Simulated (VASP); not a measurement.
# Rh in VASP: single point with PBE+D3(BJ)

Aim: the single point of Rh with PBE+D3(BJ).

Program: VASP 6.6.1. These are calculated values, not measurements. Logs are shortened: lines on timing, memory, paths and dates and some standing lists are left out, and cuts for length are marked.

## Step 1: The cell of the first run

The cell holds a slab with vacuum, 12 atoms: a = 5.365 Å, b = 5.365 Å, c = 20.380 Å, α = 90.00°, β = 90.00°, γ = 120.00°.

## Step 2: Single point, PBE+D3(BJ)

INCAR reads:

```
  PREC = Accurate
  ENCUT = 520
  EDIFF = 1E-6
  ISMEAR = 0
  SIGMA = 0.1
  LREAL = F
  LASPH = T
  NELM = 60
  ALGO = Normal
  ISIF = 2
  LWAVE = F
  LCHARG = T
  LDIPOL = T
  IDIPOL = 3
  DIPOL = 0.5 0.5 0.498
  GGA = PE
  IVDW = 12
  LELF = T
  LVHAR = T
  LVACPOTAV = T
  NBANDS = 102
```

KPOINTS reads:

```
regular mesh
0
Gamma
  4 4 1
```

POSCAR reads:

```
Rh
1.0
    5.3647950069      0.0000000000      0.0000000000
   -2.6823975034      4.6460487621      0.0000000000
    0.0000000000      0.0000000000     20.3803367805
Rh
12
Direct
    0.3333333333      0.1666666667      0.3925352209
    0.3333333333      0.6666666667      0.3925352209
    0.8333333333      0.1666666667      0.3925352209
    0.8333333333      0.6666666667      0.3925352209
    0.6666666667      0.3333333333      0.4980918674
    0.6666666667      0.8333333333      0.4980918674
    0.1666666667      0.3333333333      0.4980918674
    0.1666666667      0.8333333333      0.4980918674
    0.0000000000      0.5000000000      0.6036375095
    0.0000000000      0.0000000000      0.6036375095
    0.5000000000      0.5000000000      0.6036375095
    0.5000000000      0.0000000000      0.6036375095
```

Potentials or basis: VASP PAW PBE potentials, release 64 (Rh_pv).

The run is started by

```console
> cat potpaw_PBE.64/Rh_pv/POTCAR > POTCAR
> mpirun -np 1 vasp_std > vasp.out
```

OUTCAR:

```text
PREC = Accurate
   ENCUT = 520
   EDIFF = 1E-6
   ISMEAR = 0
   LREAL = F
   LASPH = T
   NELM = 60
   ISIF = 2
   GGA = PE
   IVDW = 12
 IVDW          = 12

 ion  position               nearest neighbor table
   1  0.333  0.167  0.393-   7 2.65   8 2.65   5 2.65   2 2.68   2 2.68   3 2.68   3 2.68   4 2.68
                             4 2.68
   2  0.333  0.667  0.393-   8 2.65   7 2.65   6 2.65   1 2.68   1 2.68   4 2.68   4 2.68   3 2.68
                             3 2.68
   3  0.833  0.167  0.393-   5 2.65   6 2.65   7 2.65   4 2.68   4 2.68   1 2.68   1 2.68   2 2.68
                             2 2.68
   4  0.833  0.667  0.393-   6 2.65   5 2.65   8 2.65   3 2.68   3 2.68   2 2.68   2 2.68   1 2.68
                             1 2.68
   5  0.667  0.333  0.498-  12 2.65   9 2.65  11 2.65   3 2.65   4 2.65   1 2.65   6 2.68   6 2.68
                             7 2.68   7 2.68   8 2.68   8 2.68
   6  0.667  0.833  0.498-  11 2.65  10 2.65  12 2.65   4 2.65   3 2.65   2 2.65   5 2.68   5 2.68
                             8 2.68   8 2.68   7 2.68   7 2.68
   7  0.167  0.333  0.498-  10 2.65  11 2.65   9 2.65   1 2.65   2 2.65   3 2.65   8 2.68   8 2.68
                             5 2.68   5 2.68   6 2.68   6 2.68
   8  0.167  0.833  0.498-   9 2.65  12 2.65  10 2.65   2 2.65   1 2.65   4 2.65   7 2.68   7 2.68
                             6 2.68   6 2.68   5 2.68   5 2.68
   9  0.000  0.500  0.604-   8 2.65   5 2.65   7 2.65  10 2.68  10 2.68  11 2.68  11 2.68  12 2.68
                            12 2.68
  10  0.000  0.000  0.604-   7 2.65   6 2.65   8 2.65   9 2.68   9 2.68  12 2.68  12 2.68  11 2.68
                            11 2.68
  11  0.500  0.500  0.604-   6 2.65   7 2.65   5 2.65  12 2.68  12 2.68   9 2.68   9 2.68  10 2.68
                            10 2.68
  12  0.500  0.000  0.604-   5 2.65   8 2.65   6 2.65  11 2.68  11 2.68  10 2.68  10 2.68   9 2.68
                             9 2.68

  LATTYP: Found a hexagonal cell.
 ALAT       =     5.3647950069
 C/A-ratio  =     3.7989031742

  Lattice vectors:

 A1 = (   5.3647950069,   0.0000000000,   0.0000000000)
 A2 = (  -2.6823975034,   4.6460487621,   0.0000000000)
 A3 = (   0.0000000000,   0.0000000000,  20.3803367805)

Analysis of symmetry for initial positions (statically):
=====================================================================
 Subroutine PRICEL returns following result:

  LATTYP: Found a hexagonal cell.
 ALAT       =     2.6823975035
 C/A-ratio  =     7.5978063483

  Lattice vectors:

 A1 = (   2.6823975034,   0.0000000000,   0.0000000000)
 A2 = (  -1.3411987517,   2.3230243811,   0.0000000000)
 A3 = (   0.0000000000,   0.0000000000,  20.3803367805)

   4 primitive cells build up your supercell.

 Routine SETGRP: Setting up the symmetry group for a
 hexagonal supercell.

 Subroutine GETGRP returns: Found  6 space group operations
 (whereof  6 operations were pure point group operations)
 out of a pool of 24 trial point group operations.

The static configuration has the point symmetry C_3v.

Analysis of symmetry for dynamics (positions and initial velocities):
=====================================================================
 Subroutine PRICEL returns following result:

  LATTYP: Found a hexagonal cell.
 ALAT       =     2.6823975035
 C/A-ratio  =     7.5978063483

  Lattice vectors:

 A1 = (   2.6823975034,   0.0000000000,   0.0000000000)
 A2 = (  -1.3411987517,   2.3230243811,   0.0000000000)
 A3 = (   0.0000000000,   0.0000000000,  20.3803367805)

   4 primitive cells build up your supercell.

 Routine SETGRP: Setting up the symmetry group for a
 hexagonal supercell.

 Subroutine GETGRP returns: Found  6 space group operations
 (whereof  6 operations were pure point group operations)
 out of a pool of 24 trial point group operations.

The dynamic configuration has the point symmetry C_3v.

 Subroutine INISYM returns: Found  6 space group operations
 (whereof  6 operations are pure point group operations),
 and found     4 'primitive' translations

----------------------------------------------------------------------------------------

                                     Primitive cell

  volume of cell :     126.9955

  direct lattice vectors                    reciprocal lattice vectors
     2.682397503  0.000000000  0.000000000     0.372800824  0.215236656  0.000000000
    -1.341198752  2.323024381  0.000000000     0.000000000  0.430473312  0.000000000
     0.000000000  0.000000000 20.380336780     0.000000000  0.000000000  0.049066903

  length of vectors
     2.682397503  2.682397503 20.380336780     0.430473312  0.430473312  0.049066903

  position of ions in fractional coordinates (direct lattice)
     0.666666667  0.333333333  0.392535221
     0.333333333  0.666666667  0.498091867
     1.000000000  0.000000000  0.603637509

  ion indices of the primitive-cell ions
   primitive index   ion index
                 1           1
                 2           7
                 3          12

----------------------------------------------------------------------------------------

 KPOINTS: regular mesh

Automatic generation of k-mesh.
 Grid dimensions read from file:
 generate k-points for:    4    4    1

 Generating k-lattice:

  Cartesian coordinates                     Fractional coordinates (reciprocal lattice)
     0.046600103  0.026904582  0.000000000     0.250000000  0.000000000  0.000000000
     0.000000000  0.053809164  0.000000000     0.000000000  0.250000000  0.000000000
     0.000000000  0.000000000  0.049066903     0.000000000  0.000000000  1.000000000

  Length of vectors
     0.053809164  0.053809164  0.049066903

  Shift w.r.t. Gamma in fractional coordinates (k-lattice)
     0.000000000  0.000000000  0.000000000

 Subroutine IBZKPT returns following result:
 ===========================================

 Found      4 irreducible k-points:

 Following reciprocal coordinates:
            Coordinates               Weight
  0.000000  0.000000  0.000000      1.000000
  0.250000  0.000000  0.000000      6.000000
  0.500000  0.000000  0.000000      3.000000
  0.250000  0.250000  0.000000      6.000000
   k-points           NKPTS =      4   k-points in BZ     NKDIM =      4   number of bands    NBANDS=    102
   number of dos      NEDOS =    301   number of ions     NIONS =     12
   total plane-waves  NPLWV = 256000
   dimension x,y,z NGX =    40 NGY =   40 NGZ =  160
   dimension x,y,z NGXF=    80 NGYF=   80 NGZF=  320
   ions per type =              12
   NGX,Y,Z   is equivalent  to a cutoff of  12.40, 12.40, 13.05 a.u.
   NGXF,Y,Z  is equivalent  to a cutoff of  24.79, 24.79, 26.10 a.u.
 SYSTEM =  unknown system
   PREC   = accura    normal or accurate (medium, high low for compatibility)
   ISTART =      0    job   : 0-new  1-cont  2-samecut
   ICHARG =      2    charge: 1-file 2-atom 10-const
   ISPIN  =      1    spin polarized calculation?
   LNONCOLLINEAR =      F non collinear calculations
   LSORBIT =      F    spin-orbit coupling
   LASPH  =      T    aspherical Exc in radial PAW
   ENCUT  =  520.0 eV  38.22 Ry    6.18 a.u.   9.97  9.97 37.89*2*pi/ulx,y,z
   NELM   =     60;   NELMIN=  2; NELMDL= -5     # of ELM steps
   EDIFF  = 0.1E-05   stopping-criterion for ELM
   LREAL  =      F    real-space projection
[... 7 lines left out ...]
   TEBEG  =    0.0;   TEEND  =   0.0 temperature during run
   PSTRESS=    0.0 pullay stress
   NELECT =     180.0000    total number of electrons
   NUPDOWN=      -1.0000    fix difference up-down
   EMIN   =  10.00;   EMAX   =-10.00  energy-range for DOS
   EFERMI =   0.00;   METHOD = LEGACY
   ISMEAR =     0;   SIGMA  =   0.10  broadening in eV -4-tet -1-fermi 0-gaus
   EFERMI_NEDOS =   21; number of points for ismear=-14 and -15
   IALGO  =     38    algorithm
   IMIX   =      4    mixing-type and parameters
     AMIX     =   0.40;   BMIX     =  1.00
     AMIX_MAG =   1.60;   BMIX_MAG =  1.00
  volume/ion in A,a.u.               =      42.33       285.67
  Fermi-wavevector in a.u.,A,eV,Ry     =   1.158465  2.189181 18.259578  1.342041
  Thomas-Fermi vector in A             =   2.295067
   LORBIT       =      0    0 simple, 1 ext, 2 COOP (PROOUT), +10 PAW based schemes
   GGA     = PE    functional components
   LHFCALC =     F    Hartree Fock is set to
   AEXX    =    0.0000 exact exchange contribution
   IVDW    =    12    specifies the selected vdW correction
   LEPSILON=     F    determine dielectric tensor
   LRPA    =     F    only Hartree local field effects (RPA)
 non-spin polarized calculation
 Gauss-broadening in eV      SIGMA  =   0.10
  energy-cutoff  :      520.00
  volume of cell :      507.98
 maximum number of plane-waves:     13702
 NGX is ok and might be reduce to    40
   NGX = 19   NGY = 19   NGZ = 75

 dipolmoment           0.000000      0.000000      0.000046 electrons x Angstroem

 number of electron     179.9999982 magnetization

 dipolmoment           0.000000      0.000000     -0.000005 electrons x Angstroem

 Free energy of the ion-electron system (eV)
  ---------------------------------------------------
  ext. energy  EPLUGINS =         0.00000000
  ---------------------------------------------------
  free energy    TOTEN  =       -80.79098371 eV

  energy without entropy =      -80.65680981  energy(sigma->0) =      -80.72389676

 E-fermi :   0.4575     XC(G=0):  -5.4548

 val. band max:        0.4212313021   @ k =   0.2500   0.0000   0.0000
 cond. band min:       0.4802808656   @ k =   0.2500   0.2500   0.0000
 fundamental gap:      0.0590495635
 Fermi energy:         0.4575462329

 k-point     1 :       0.0000    0.0000    0.0000
  band No.  band energies     occupation
      1     -46.6674      2.00000
      2     -46.6674      2.00000
      3     -46.6674      2.00000
      4     -46.5996      2.00000
      5     -46.5252      2.00000
      6     -46.5252      2.00000
[... 409 lines left out ...]
    101       1.7599      0.00000
    102       1.7599      0.00000

------------------------ aborting loop because EDIFF is reached ----------------------------------------

 Edisp (eV)   -5.20249

 E8    (eV) :    -2.4471

  FORCE on cell =-STRESS in cart. coord.  units (eV):
  Direction    XX          YY          ZZ          XY          YZ          ZX
  --------------------------------------------------------------------------------------
  -------------------------------------------------------------------------------------
  Total      -6.70678    -6.70678    -0.00311    -0.00000     0.00000     0.00000
  in kB     -21.15322   -21.15322    -0.00981    -0.00000     0.00000     0.00000
  external pressure =      -14.11 kB  Pullay stress =        0.00 kB

 VOLUME and BASIS-vectors are now :
 -----------------------------------------------------------------------------
  energy-cutoff  :      520.00
  volume of cell :      507.98
      direct lattice vectors                 reciprocal lattice vectors
     5.364795007  0.000000000  0.000000000     0.186400412  0.107618328  0.000000000
    -2.682397503  4.646048762  0.000000000     0.000000000  0.215236656  0.000000000
     0.000000000  0.000000000 20.380336780     0.000000000  0.000000000  0.049066903

 POSITION                                       TOTAL-FORCE (eV/Angst)
 -----------------------------------------------------------------------------------
      1.34120      0.77434      8.00000         0.000000     -0.000000     -0.006943
     -0.00000      3.09737      8.00000         0.000000      0.000000     -0.006943
      4.02360      0.77434      8.00000         0.000000     -0.000000     -0.006943
      2.68240      3.09737      8.00000        -0.000000      0.000000     -0.006943
      2.68240      1.54868     10.15128         0.000000      0.000000     -0.002042
      1.34120      3.87171     10.15128        -0.000000     -0.000000     -0.002042
      0.00000      1.54868     10.15128        -0.000000      0.000000     -0.002042
     -1.34120      3.87171     10.15128         0.000000     -0.000000     -0.002042
     -1.34120      2.32302     12.30234        -0.000000     -0.000000      0.008985
      0.00000      0.00000     12.30234        -0.000000      0.000000      0.008985
      1.34120      2.32302     12.30234        -0.000000     -0.000000      0.008985
      2.68240      0.00000     12.30234        -0.000000     -0.000000      0.008985
 -----------------------------------------------------------------------------------
    total drift:                               -0.000000     -0.000001      0.000790

  FREE ENERGIE OF THE ION-ELECTRON SYSTEM (eV)
  ---------------------------------------------------
  free  energy   TOTEN  =       -85.9934759867 eV

  energy  without entropy=      -85.8593020920  energy(sigma->0) =      -85.92638904

 vacuum level on the upper side and lower side of the slab         5.566         5.566
```

Run time: 4.7 min. Hardware: 1 thread of Intel Xeon 6975P-C (Granite Rapids), shared host; peak memory 0.59 GiB.

What came out:

| Property | Result |
| --- | --- |
| Free energy | -85.9935 eV |
| Largest force | 0.009 eV/Å |
| Band gap on the k mesh | zero (bands 90 and 91 overlap by 0.76 eV) |
| Dispersion energy per atom | -0.434 eV |

Forces on the atoms (eV/Å):
```
Rh   0.000  0.000 -0.007
Rh   0.000  0.000 -0.007
Rh   0.000  0.000 -0.007
Rh   0.000  0.000 -0.007
Rh   0.000  0.000 -0.002
Rh   0.000  0.000 -0.002
Rh   0.000  0.000 -0.002
Rh   0.000  0.000 -0.002
Rh   0.000  0.000  0.009
Rh   0.000  0.000  0.009
Rh   0.000  0.000  0.009
Rh   0.000  0.000  0.009
```

Levels at points of the mesh, in eV from the Fermi level:
```csv
k point,band 86,band 87,band 88,band 89,band 90,band 91,band 92,band 93,band 94,band 95
"(0.00, 0.00, 0.00)",0.27,0.27,0.27,0.41,0.41,0.62,0.62,0.62,0.94,0.94
"(0.50, 0.00, 0.00)",-0.99,-0.85,-0.85,-0.42,-0.42,-0.36,-0.36,-0.05,-0.05,0.27
```

The gap in the log of VASP goes by the Fermi energy; the results here count the filled bands.